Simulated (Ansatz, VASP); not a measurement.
**NaI in VASP and in Ansatz**

```
Na I
1.0
     4.04054    0.00000    0.00000
     0.00000    4.04054    0.00000
     0.00000    0.00000    4.04054
Na I
1 1
Direct
  0.00000 0.00000 0.00000
  0.50000 0.50000 0.50000
```

Alike in both runs: task single point; functional r2SCAN0; k mesh 4 × 4 × 4; no spin polarisation.

|  | VASP | Ansatz |
| --- | --- | --- |
| version | VASP 6.6.1 | Ansatz 0.2.0 |
| potentials or method | VASP PAW PBE potentials, release 64 (Na_pv, I) | plane waves, PAW |
| plane-wave cutoff (eV) | 520 | 500 |
| occupations | gaussian, width 0.01 eV | fixed |
| valence electrons in the cell | 14 | 26 |

```csv
,VASP,Ansatz,Ansatz less VASP
gap on the k mesh at the Fermi level (eV),4.38,4.36,-0.023
pressure (GPa),-0.1,0.0,+0.08
```

VASP's potentials were made for PBE, not for r2SCAN0. VASP's potentials hold 14 valence electrons a cell and Ansatz's 26, so a difference there can come from the potentials and not from the codes. Ansatz's warnings: stress exchange threshold loose, stress scf threshold loose.

Neither program's run includes spin-orbit coupling.
